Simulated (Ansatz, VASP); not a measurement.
**Two plane-wave programs on SiC**

The input INCAR:

```
ALGO = Normal
EDIFF = 1E-7
ENCUT = 520
GGA = PE
ISIF = 2
ISMEAR = 0
LASPH = T
LCHARG = F
LREAL = F
LWAVE = F
NBANDS = 11
NELM = 100
PREC = Accurate
SIGMA = 0.05
```

KPOINTS

```
k-points
0
Gamma
  10 10 10
```

The input POSCAR:

```
SiC
1.0
    0.0000000000      2.1898640950      2.1898640950
    2.1898640950      0.0000000000      2.1898640950
    2.1898640950      2.1898640950      0.0000000000
Si C
1 1
Direct
    0.0000000000      0.0000000000      0.0000000000
    0.7842487007      0.7842487007      0.6673163222
```

Input for Ansatz:

```yaml
crystal:
  lattice:
    - [0.0, 2.189864095, 2.189864095]
    - [2.189864095, 0.0, 2.189864095]
    - [2.189864095, 2.189864095, 0.0]
  atoms:
    - { symbol: Si, position: [0.0, 0.0, 0.0] }
    - { symbol: C, position: [0.7842487007, 0.7842487007, 0.6673163222] }
basis:
  ecutwfc: 420
kpoints:
  mp_grid: { grid: [10, 10, 10] }
hamiltonian:
  xc: pbe
scf:
  occupations: { method: gaussian, width: 0.05 }
output:
  forces: true
  stress: true
  eigenvalues: true
  write_density: true
  write_potential: true
  elf: true
  volumetric_format: npy
```

Alike in both runs: task single point; functional PBE; k mesh 10 × 10 × 10; occupations gaussian, width 0.05 eV; no spin polarisation.

|  | VASP | Ansatz |
| --- | --- | --- |
| version | VASP 6.6.1 | Ansatz 0.2.0 |
| potentials or method | VASP PAW PBE potentials, release 64 (Si, C), cutoff 520 eV | scalar-relativistic, plane waves, PAW |
| valence electrons in the cell | 8 | 8 |

Ansatz gave:

- gap on the k mesh at the Fermi level (eV): 0.65
- least direct gap on the mesh (eV): 4.11
- pressure (GPa): 6.9
- traceless stress, the component that is largest in VASP (GPa): 13.43
- rms of the force components (eV/Å): 3.378

Task: Which values does VASP return?

Result: gap on the k mesh at the Fermi level (eV): 0.65; least direct gap on the mesh (eV): 4.11; pressure (GPa): 6.9; traceless stress, the component that is largest in VASP (GPa): 13.42; rms of the force components (eV/Å): 3.377.

Atom by atom the forces differ by 0.001 eV/Å (rms over components). With one functional, cell and mesh, what is left measures potentials, basis and numerics.
